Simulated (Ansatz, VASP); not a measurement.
**Two plane-wave programs on Cu**

Contents of INCAR:

```
SYSTEM = Cu
  ALGO = Normal
  EDIFF = 1E-7
  ENCUT = 520
  GGA = PE
  ISIF = 2
  ISMEAR = 0
  LASPH = .True.
  LCHARG = .False.
  LREAL = .False.
  LWAVE = .False.
  NBANDS = 18
  NELM = 80
  PREC = Accurate
  SIGMA = 0.1
```

File KPOINTS:

```
k-points
0
Gamma
  18 18 10
  0 0 0
```

File POSCAR:

```
Cu
1.0
    2.6048233079      0.0000000000      0.0000000000
   -1.3024116539      2.2558431570      0.0000000000
    0.0000000000      0.0000000000      4.2890414216
Cu
2
Direct
    0.3333333300      0.6666666700      0.2500000000
    0.6666666700      0.3333333300      0.7500000000
```

Input for Ansatz:

```yaml
crystal:
  lattice:
    - [2.6048233079, 0.0, 0.0]
    - [-1.3024116539, 2.255843157, 0.0]
    - [0.0, 0.0, 4.2890414216]
  atoms:
    - { symbol: Cu, position: [0.33333333, 0.66666667, 0.25] }
    - { symbol: Cu, position: [0.66666667, 0.33333333, 0.75] }
basis:
  ecutwfc: 420
kpoints:
  mp_grid: { grid: [18, 18, 10] }
hamiltonian:
  xc: pbe
scf:
  occupations: { method: gaussian, width: 0.1 }
output:
  forces: true
  stress: true
  eigenvalues: true
```

Alike in both runs: task single point; functional PBE; k mesh 18 × 18 × 10; occupations gaussian, width 0.1 eV; no spin polarisation.

|  | VASP | Ansatz |
| --- | --- | --- |
| version | VASP 6.6.1 | Ansatz 0.2.0 |
| potentials or method | VASP PAW PBE potentials, release 64 (Cu), cutoff 520 eV | scalar-relativistic, plane waves, PAW |
| valence electrons in the cell | 22 | 38 |

|  | VASP | Ansatz | Ansatz less VASP |
| --- | --- | --- | --- |
| gap on the k mesh at the Fermi level (eV) | none | none | - |
| pressure (GPa) | -5.7 | -6.2 | -0.53 |
| traceless stress, the component that is largest in VASP (GPa) | -0.71 | -0.70 | +0.010 |

A gap of «none» marks a metal or a gap that the smearing closes. The functional is the same, so the differences come from potentials, cutoffs and numerics. VASP's potentials hold 22 valence electrons a cell and Ansatz's 38, so a difference there can come from the potentials and not from the codes.
